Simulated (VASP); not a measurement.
Yb: relaxation of cell and atoms with r2SCAN

Crystal: Yb.

```
Yb
1.0
     0.00000    2.60022    2.60022
     2.60022    0.00000    2.60022
     2.60022    2.60022    0.00000
Yb
1
Direct
  0.00000 0.00000 0.00000
```

```json
{"Program": "VASP 6.6.1", "Task": "relaxation of cell and atoms", "Functional": "r2SCAN", "Potentials or basis": "VASP PAW PBE potentials, release 64 (Yb)", "Cutoff": "600 eV", "k mesh": "14 × 14 × 14", "Occupations": "gaussian, width 0.1 eV", "Spin": "no spin polarisation", "Dipole correction": "no", "Further INCAR settings": "ALGO = Normal; EDIFF = 1e-06; IBRION = 2; EDIFFG = -0.005; NSW = 100; ISIF = 3"}
```

The relaxed volume is 34.63 Å³/atom, the relaxed cell is a = 3.659 Å, b = 3.659 Å, c = 3.659 Å, α = 60.00°, β = 60.00°, γ = 60.00° and the space group after relaxing (to 0.1 Å) is Fm-3m (No. 225). The energy gained by relaxing is 0.3 meV/atom. The ionic steps are 3. The pressure after relaxing is 0.0 GPa.

Step by step:
```
step  energy change (eV)  largest force (eV/Å)  pressure (GPa)  volume (Å³)
   1              0.0000                0.0000           -0.23        35.16
   2             -0.0003                0.0000           -0.12        34.91
   3             -0.0003                0.0000            0.01        34.63
```

Final structure:
```yaml
crystal:
  lattice:
    - [0.00000, 2.58701, 2.58701]
    - [2.58701, 0.00000, 2.58701]
    - [2.58701, 2.58701, 0.00000]
  atoms:
    - { symbol: Yb, position: [0.00000, 0.00000, 0.00000] }
```

Levels at points of the mesh, in eV from the Fermi level:
| k point | band 10 | band 11 | band 12 | band 13 | band 14 | band 15 |
| --- | --- | --- | --- | --- | --- | --- |
| (0.00, 0.00, 0.00) | -0.31 | -0.31 | -0.31 | 3.20 | 3.20 | 3.20 |
| (0.50, 0.00, 0.00) | -0.31 | -0.28 | -0.28 | 0.32 | 2.92 | 2.92 |
| (0.50, 0.50, 0.00) | -0.30 | -0.30 | -0.28 | 0.11 | 1.82 | 7.13 |

Wall time 13 min on 1 thread of Intel(R) Xeon(R) 6975P-C (Granite Rapids) (shared host), peak memory 0.25 GiB.

Caveat: the PAW data sets were made with another functional, which shifts forces and pressure a little; spin-orbit coupling is left out, which moves the levels of the heavy elements. Spin polarisation is off, so any magnetic state and its effect on volume and gap are missing.
